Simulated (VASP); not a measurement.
# KCl (Fm-3m) in VASP: density of states with PBEsol

Aim: the density of states of KCl with PBEsol.

Everything below comes from runs of VASP 6.6.1. Logs are shortened: lines on timing, memory, paths and dates and some standing lists are left out, and cuts for length are marked.

### 1 The cell of the first run

Symmetry: Fm-3m, No. 225, cubic system. Conventional cell: a = 6.496 Å, b = 6.496 Å, c = 6.496 Å, α = 90.00°, β = 90.00°, γ = 90.00°. Within 4.3 Å of K (site symmetry m-3m) lie 6 Cl at 3.25 Å. Cl (site symmetry m-3m) has 6 K at 3.25 Å within 4.3 Å.

### 2 Density of states, PBEsol, collinear spin, zero start

POSCAR

```
KCl
1.0
    0.0000000000      3.2480349400      3.2480349400
    3.2480349400      0.0000000000      3.2480349400
    3.2480349400      3.2480349400      0.0000000000
K Cl
1 1
Direct
    0.0000000000      0.0000000000      0.0000000000
    0.5000000000      0.5000000000      0.5000000000
```

INCAR.step1

```
SYSTEM = KCl
PREC = Accurate
ENCUT = 520
EDIFF = 1E-6
ISMEAR = -1
SIGMA = 0.0659
LREAL = .FALSE.
LASPH = .TRUE.
NELM = 150
ALGO = Normal
ISIF = 2
LWAVE = .FALSE.
LCHARG = .TRUE.
ISPIN = 2
MAGMOM = 0 0
GGA = PS
NBANDS = 19
```

KPOINTS.step1

```
Automatic mesh
0
G
  6 6 6
  0 0 0
```

INCAR.step2

```
SYSTEM = KCl
PREC = Accurate
ENCUT = 520
EDIFF = 1E-6
ISMEAR = -5
SIGMA = 0.0659
LREAL = .FALSE.
LASPH = .TRUE.
NELM = 150
ALGO = Normal
ISIF = 2
LWAVE = .FALSE.
LCHARG = .FALSE.
ISPIN = 2
MAGMOM = 0 0
LORBIT = 10
GGA = PS
NBANDS = 19
NEDOS = 1001
ICHARG = 11
```

KPOINTS.step2

```
Automatic mesh
0
G
  9 9 9
  0 0 0
```

Potentials or basis: VASP PAW PBE potentials, release 64 (K_sv, Cl).

The run is started by

```
cat potpaw_PBE.64/K_sv/POTCAR potpaw_PBE.64/Cl/POTCAR > POTCAR
cp INCAR.step1 INCAR
cp KPOINTS.step1 KPOINTS
mpirun -np 1 vasp_std > vasp.out
cp INCAR.step2 INCAR
cp KPOINTS.step2 KPOINTS
mpirun -np 1 vasp_std > vasp.out
```

OUTCAR:

```text
SYSTEM = KCl
   PREC = Accurate
   ENCUT = 520
   EDIFF = 1E-6
   ISMEAR = -5
   LREAL = .FALSE.
   LASPH = .TRUE.
   NELM = 150
   ISIF = 2
   ISPIN = 2
   LORBIT = 10
   GGA = PS
   ICHARG = 11

 ion  position               nearest neighbor table
   1  0.000  0.000  0.000-
   2  0.500  0.500  0.500-

  LATTYP: Found a face centered cubic cell.
 ALAT       =     6.4960698800

  Lattice vectors:

 A1 = (   0.0000000000,   3.2480349400,   3.2480349400)
 A2 = (   3.2480349400,   0.0000000000,   3.2480349400)
 A3 = (   3.2480349400,   3.2480349400,   0.0000000000)

Analysis of symmetry for initial positions (statically):
=====================================================================
 Subroutine PRICEL returns:
 Original cell was already a primitive cell.

 Routine SETGRP: Setting up the symmetry group for a
 face centered cubic supercell.

 Subroutine GETGRP returns: Found 48 space group operations
 (whereof 48 operations were pure point group operations)
 out of a pool of 48 trial point group operations.

The static configuration has the point symmetry O_h .

Analysis of symmetry for dynamics (positions and initial velocities):
=====================================================================
 Subroutine PRICEL returns:
 Original cell was already a primitive cell.

 Routine SETGRP: Setting up the symmetry group for a
 face centered cubic supercell.

 Subroutine GETGRP returns: Found 48 space group operations
 (whereof 48 operations were pure point group operations)
 out of a pool of 48 trial point group operations.

The dynamic configuration has the point symmetry O_h .

Analysis of structural, dynamic, and magnetic symmetry:
=====================================================================
 Subroutine PRICEL returns:
 Original cell was already a primitive cell.

 Routine SETGRP: Setting up the symmetry group for a
 face centered cubic supercell.

 Subroutine GETGRP returns: Found 48 space group operations
 (whereof 48 operations were pure point group operations)
 out of a pool of 48 trial point group operations.

The overall configuration has the point symmetry O_h .

 Subroutine INISYM returns: Found 48 space group operations
 (whereof 48 operations are pure point group operations),
 and found     1 'primitive' translations

----------------------------------------------------------------------------------------

                                     Primitive cell

  volume of cell :      68.5318

  direct lattice vectors                    reciprocal lattice vectors
     0.000000000  3.248034940  3.248034940    -0.153939231  0.153939231  0.153939231
     3.248034940  0.000000000  3.248034940     0.153939231 -0.153939231  0.153939231
     3.248034940  3.248034940  0.000000000     0.153939231  0.153939231 -0.153939231

  length of vectors
     4.593415063  4.593415063  4.593415063     0.266630569  0.266630569  0.266630569

  position of ions in fractional coordinates (direct lattice)
     0.000000000  0.000000000  0.000000000
     0.500000000  0.500000000  0.500000000

  ion indices of the primitive-cell ions
   primitive index   ion index
                 1           1
                 2           2

----------------------------------------------------------------------------------------

 KPOINTS: Automatic mesh

Automatic generation of k-mesh.
 Grid dimensions read from file:
 generate k-points for:    9    9    9

 Generating k-lattice:

  Cartesian coordinates                     Fractional coordinates (reciprocal lattice)
    -0.017104359  0.017104359  0.017104359     0.111111111  0.000000000  0.000000000
     0.017104359 -0.017104359  0.017104359     0.000000000  0.111111111  0.000000000
     0.017104359  0.017104359 -0.017104359     0.000000000  0.000000000  0.111111111

  Length of vectors
     0.029625619  0.029625619  0.029625619

  Shift w.r.t. Gamma in fractional coordinates (k-lattice)
     0.000000000  0.000000000  0.000000000

 TETIRR: Found    115 inequivalent tetrahedra from     4374

 Subroutine IBZKPT returns following result:
 ===========================================

 Found     35 irreducible k-points:

 Following reciprocal coordinates:
            Coordinates               Weight
  0.000000  0.000000  0.000000      1.000000
  0.111111  0.000000  0.000000      8.000000
  0.222222  0.000000  0.000000      8.000000
  0.333333  0.000000  0.000000      8.000000
  0.444444  0.000000  0.000000      8.000000
  0.111111  0.111111  0.000000      6.000000
[... 16 lines left out ...]
 -0.333333  0.333333  0.000000     12.000000
  0.444444  0.444444  0.000000      6.000000
 [... further k-points ...]
   k-points           NKPTS =     35   k-points in BZ     NKDIM =     35   number of bands    NBANDS=     19
   number of dos      NEDOS =   1001   number of ions     NIONS =      2
   total plane-waves  NPLWV =  46656
   dimension x,y,z NGX =    36 NGY =   36 NGZ =   36
   dimension x,y,z NGXF=    72 NGYF=   72 NGZF=   72
   ions per type =               1   1
   NGX,Y,Z   is equivalent  to a cutoff of  13.03, 13.03, 13.03 a.u.
   NGXF,Y,Z  is equivalent  to a cutoff of  26.06, 26.06, 26.06 a.u.
 SYSTEM =  KCl
   PREC   = accura    normal or accurate (medium, high low for compatibility)
   ISTART =      0    job   : 0-new  1-cont  2-samecut
   ICHARG =     11    charge: 1-file 2-atom 10-const
   ISPIN  =      2    spin polarized calculation?
   LNONCOLLINEAR =      F non collinear calculations
   LSORBIT =      F    spin-orbit coupling
   LASPH  =      T    aspherical Exc in radial PAW
   ENCUT  =  520.0 eV  38.22 Ry    6.18 a.u.   8.54  8.54  8.54*2*pi/ulx,y,z
   NELM   =    150;   NELMIN=  2; NELMDL=  0     # of ELM steps
   EDIFF  = 0.1E-05   stopping-criterion for ELM
   LREAL  =      F    real-space projection
   EDIFFG = 0.1E-04   stopping-criterion for IOM
   NSW    =      0    number of steps for IOM
   IBRION =     -1    ionic relax: 0-MD 1-quasi-New 2-CG
   NFREE  =      0    steps in history (QN), initial steepest desc. (CG)
   ISIF   =      2    stress and relaxation
   ISYM   =      2    0-nonsym 1-usesym 2-fastsym
   POTIM  = 0.5000    time-step for ionic-motion
   TEBEG  =    0.0;   TEEND  =   0.0 temperature during run
   PSTRESS=    0.0 pullay stress
   NELECT =      16.0000    total number of electrons
   NUPDOWN=      -1.0000    fix difference up-down
   EMIN   =  10.00;   EMAX   =-10.00  energy-range for DOS
   EFERMI =   0.00;   METHOD = LEGACY
   ISMEAR =    -5;   SIGMA  =   0.07  broadening in eV -4-tet -1-fermi 0-gaus
   EFERMI_NEDOS =   21; number of points for ismear=-14 and -15
   IALGO  =     38    algorithm
   IMIX   =      4    mixing-type and parameters
     AMIX     =   0.40;   BMIX     =  1.00
     AMIX_MAG =   1.60;   BMIX_MAG =  1.00
  volume/ion in A,a.u.               =      34.27       231.24
  Fermi-wavevector in a.u.,A,eV,Ry     =   1.008055  1.904947 13.825893  1.016174
  Thomas-Fermi vector in A             =   2.140898
   LORBIT       =     10    0 simple, 1 ext, 2 COOP (PROOUT), +10 PAW based schemes
   GGA     = PS    functional components
   LHFCALC =     F    Hartree Fock is set to
   AEXX    =    0.0000 exact exchange contribution
   IVDW    =     0    specifies the selected vdW correction
   LEPSILON=     F    determine dielectric tensor
   LRPA    =     F    only Hartree local field effects (RPA)
 spin polarized calculation
 Fermi weights with tetrahedron method with Bloechl corrections
  energy-cutoff  :      520.00
  volume of cell :       68.53
 maximum number of plane-waves:      1867
 NGX is ok and might be reduce to    36

 number of electron      16.0000001 magnetization       0.0000000

 Free energy of the ion-electron system (eV)
  ---------------------------------------------------
  ext. energy  EPLUGINS =         0.00000000
  ---------------------------------------------------
  free energy    TOTEN  =        -6.98236544 eV

  energy without entropy =       -6.98236544  energy(sigma->0) =       -6.98236544

 E-fermi :  -2.2154     XC(G=0):  -7.3147

 val. band max:       -2.2504182129   @ k =   0.0000   0.0000   0.0000
 cond. band min:       2.4892173453   @ k =   0.0000   0.0000   0.0000
 fundamental gap:      4.7396355582
 Fermi energy:        -2.2154028290

 spin component 1

 k-point     1 :       0.0000    0.0000    0.0000
  band No.  band energies     occupation
      1     -29.5398      1.00000
      2     -14.2412      1.00000
      3     -13.0625      1.00000
      4     -13.0625      1.00000
      5     -13.0625      1.00000
      6      -2.2504      1.00000
[... 11 lines left out ...]
     18      13.5543      0.00000
     19      14.5194      0.00000

 k-point     2 :       0.1111    0.0000    0.0000
  band No.  band energies     occupation
      1     -29.5391      1.00000
      2     -14.2614      1.00000
      3     -13.0634      1.00000
      4     -13.0634      1.00000
      5     -13.0375      1.00000
      6      -2.3851      1.00000
[... 476 lines left out ...]
 k-point    24 :       0.4444    0.4444    0.0000
  band No.  band energies     occupation
      1     -29.5315      1.00000
      2     -14.1740      1.00000
      3     -13.1448      1.00000
      4     -13.1009      1.00000
      5     -13.1009      1.00000
      6      -2.8658      1.00000
[... 11 lines left out ...]
     18      13.0787      0.00000
     19      13.1502      0.00000

 [... further k-points ...]

 spin component 2

 k-point     1 :       0.0000    0.0000    0.0000
  band No.  band energies     occupation
      1     -29.5398      1.00000
      2     -14.2412      1.00000
      3     -13.0625      1.00000
      4     -13.0625      1.00000
      5     -13.0625      1.00000
      6      -2.2504      1.00000
[... 11 lines left out ...]
     18      13.5604      0.00000
     19      14.5194      0.00000

 k-point     2 :       0.1111    0.0000    0.0000
  band No.  band energies     occupation
      1     -29.5390      1.00000
      2     -14.2614      1.00000
      3     -13.0634      1.00000
      4     -13.0634      1.00000
      5     -13.0375      1.00000
      6      -2.3851      1.00000
[... 476 lines left out ...]
 k-point    24 :       0.4444    0.4444    0.0000
  band No.  band energies     occupation
      1     -29.5315      1.00000
      2     -14.1740      1.00000
      3     -13.1448      1.00000
      4     -13.1009      1.00000
      5     -13.1009      1.00000
      6      -2.8658      1.00000
[... 11 lines left out ...]
     18      13.0815      0.00000
     19      13.1502      0.00000

 [... further k-points ...]
[... 5 lines left out ...]
  --------------------------------------------------------------------------------------
  -------------------------------------------------------------------------------------
  Total       -0.6933837     -0.6933837     -0.6933837      0.0000000      0.0000000      0.0000000
  in kB      -16.2103410    -16.2103410    -16.2103410      0.0000000      0.0000000      0.0000000
  external PRESSURE =     -16.2103410 kB  Pullay stress =       0.0000000 kB

 VOLUME and BASIS-vectors are now :
 -----------------------------------------------------------------------------
  energy-cutoff  :      520.00
  volume of cell :       68.53
      direct lattice vectors                 reciprocal lattice vectors
     0.000000000  3.248034940  3.248034940    -0.153939231  0.153939231  0.153939231
     3.248034940  0.000000000  3.248034940     0.153939231 -0.153939231  0.153939231
     3.248034940  3.248034940  0.000000000     0.153939231  0.153939231 -0.153939231

 POSITION                                       TOTAL-FORCE (eV/Angst)
 -----------------------------------------------------------------------------------
      0.00000      0.00000      0.00000         0.000000     -0.000000      0.000000
      3.24803      3.24803      3.24803        -0.000000      0.000000     -0.000000
 -----------------------------------------------------------------------------------
    total drift:                                0.000000      0.000000      0.000000

  FREE ENERGIE OF THE ION-ELECTRON SYSTEM (eV)
  ---------------------------------------------------
  free  energy   TOTEN  =        -6.9823654351 eV

  energy  without entropy=       -6.9823654351  energy(sigma->0) =       -6.98236544

 total charge

# of ion       s       p       d       tot
------------------------------------------
    1        1.953   5.567   0.020   7.540
    2        1.577   3.528   0.000   5.106
--------------------------------------------------
tot          3.531   9.095   0.020  12.646

 magnetization (x)

# of ion       s       p       d       tot
------------------------------------------
    1       -0.000  -0.000   0.000  -0.000
    2        0.000  -0.000   0.000   0.000
--------------------------------------------------
tot         -0.000  -0.000   0.000  -0.000
```

It took 1.7 min on 1 thread of AMD EPYC 7R13 (Zen 3), shared host; peak memory 0.23 GiB.

What came out:

```yaml
Net_moment: 0.00 μB per cell
Valence_electrons_inside_the_program's_atomic_spheres: K 7.54; Cl 5.11
```

Caveat: the PAW data sets were made with another functional, which shifts forces and pressure a little.
